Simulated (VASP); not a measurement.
## CdF2: single point with PBE

CdF2:

```xyz
3
Lattice="0.0000 2.6940 2.6940 2.6940 0.0000 2.6940 2.6940 2.6940 0.0000" Properties=species:S:1:pos:R:3 pbc="T T T"
Cd    0.0000    0.0750    0.0000
F     1.3470    1.3470    1.3470
F     4.0410    4.0410    4.0410
```

This cell differs from its parent crystal: all Cd atoms moved +0.075 Å, as atom 1 along Cartesian [0 1 0].

```json
{"Program": "VASP 6.6.1", "Task": "single point", "Functional": "PBE", "Potentials or basis": "VASP PAW PBE potentials, release 64 (Cd, F)", "Cutoff": "520 eV", "k mesh": "8 × 8 × 8", "Occupations": "gaussian, width 0.05 eV", "Spin": "no spin polarisation", "Dipole correction": "no", "Further INCAR settings": "ALGO = Normal; EDIFF = 1e-06; NBANDS = 20"}
```

```json
{
 "Pressure": "6.5 GPa",
 "Largest force": "0.442 eV/Å",
 "Band gap on the k mesh": "3.06 eV, indirect (least direct gap 3.57 eV)"
}
```

Forces on the atoms (eV/Å):
```
Cd   0.000 -0.442  0.000
F    0.000  0.221  0.000
F    0.000  0.221  0.000
```

Stress tensor (GPa, compression positive):
```
6.63 0.00 0.00
0.00 6.35 0.00
0.00 0.00 6.63
```

Levels at points of the mesh, in eV from the valence-band top:
```
           k point  band 10  band 11  band 12  band 13  band 14  band 15  band 16  band 17
(0.00, 0.00, 0.00)    -0.96    -0.51    -0.51    -0.50     3.06    12.70    12.72    12.72
(0.50, 0.00, 0.00)    -1.84    -1.83    -0.41    -0.40     7.17     9.16    14.51    14.51
(0.50, 0.50, 0.00)    -2.84    -0.50    -0.11    -0.09     7.99     9.66    11.90    14.29
(0.50, 0.00, 0.50)    -2.94    -0.49    -0.10    -0.10     8.00     9.64    11.92    14.29
```

Run time: 68 s on 1 thread of Intel Xeon 8259CL, with other jobs on the host, peak memory 0.18 GiB.

Caveat: the cell differs from its parent crystal (all Cd atoms moved +0.075 Å, as atom 1 along Cartesian [0 1 0]). A k mesh can miss the band edges.
